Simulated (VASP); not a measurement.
A run of VASP 6.6.1 is set up as follows.

The input INCAR:

```
SYSTEM = CsLiCr2Te2S3
  PREC = Accurate
  ENCUT = 520
  EDIFF = 1E-6
  ISMEAR = -1
  SIGMA = 0.05
  LREAL = .False.
  LASPH = .True.
  NELM = 150
  ALGO = Normal
  ISIF = 2
  LWAVE = .False.
  LCHARG = .False.
  ISPIN = 2
  MAGMOM = 0 0 3 3 0 0 0 0 0
  LORBIT = 11
  LMAXMIX = 4
  GGA = PS
  NBANDS = 47
```

File KPOINTS:

```
Automatic mesh
0
Gamma
  6 6 1
  0 0 0
```

File POSCAR:

```
CsLiCr2Te2S3
1.0
    3.5422438583      0.0000000000      0.0000000000
   -1.7711219291      3.0676731677      0.0000000000
    0.0000000000      0.0000000000     18.0088436188
Cs Li Cr Te S
1 1 2 2 3
Direct
    0.0000000000      0.0000000000      0.3840645693
    0.6666666667      0.3333333333      0.0117469651
    0.0000000000      0.0000000000      0.8571461190
    0.3333333333      0.6666666667      0.1707541341
    0.3333333333      0.6666666667      0.5560018270
    0.6666666667      0.3333333333      0.7594800213
    0.0000000000      0.0000000000      0.0995855220
    0.3333333333      0.6666666667      0.9217931666
    0.6666666667      0.3333333333      0.2394376756
```

Potentials or basis: VASP PAW PBE potentials, release 64 (Cs_sv, Li_sv, Cr_pv, Te, S).

Command:

```bash
$ cat potpaw_PBE.64/Cs_sv/POTCAR potpaw_PBE.64/Li_sv/POTCAR potpaw_PBE.64/Cr_pv/POTCAR potpaw_PBE.64/Te/POTCAR potpaw_PBE.64/S/POTCAR > POTCAR
$ mpirun -np 1 vasp_std > vasp.out
```

Estimate the largest force.

0.020 eV/Å.

Estimate the net moment.

5.60 μB per cell.

Predict the site moments.

Cs +0.00; Li -0.00; Cr +2.67, +2.88; Te +0.02, -0.16; S -0.05, -0.07, -0.06 μB.

Forces in eV/Å, atoms in the order of the input:
```
Cs   0.000  0.000  0.004
Li   0.000  0.000  0.001
Cr   0.000  0.000  0.000
Cr   0.000  0.000  0.000
Te   0.000  0.000  0.020
Te   0.000  0.000 -0.013
S    0.000  0.000 -0.008
S    0.000  0.000  0.010
S    0.000  0.000 -0.014
```

Caveat: the PAW data sets were made with another functional, which shifts forces and pressure a little; only a ferromagnetic start was run, and an antiferromagnetic order may lie lower in energy.
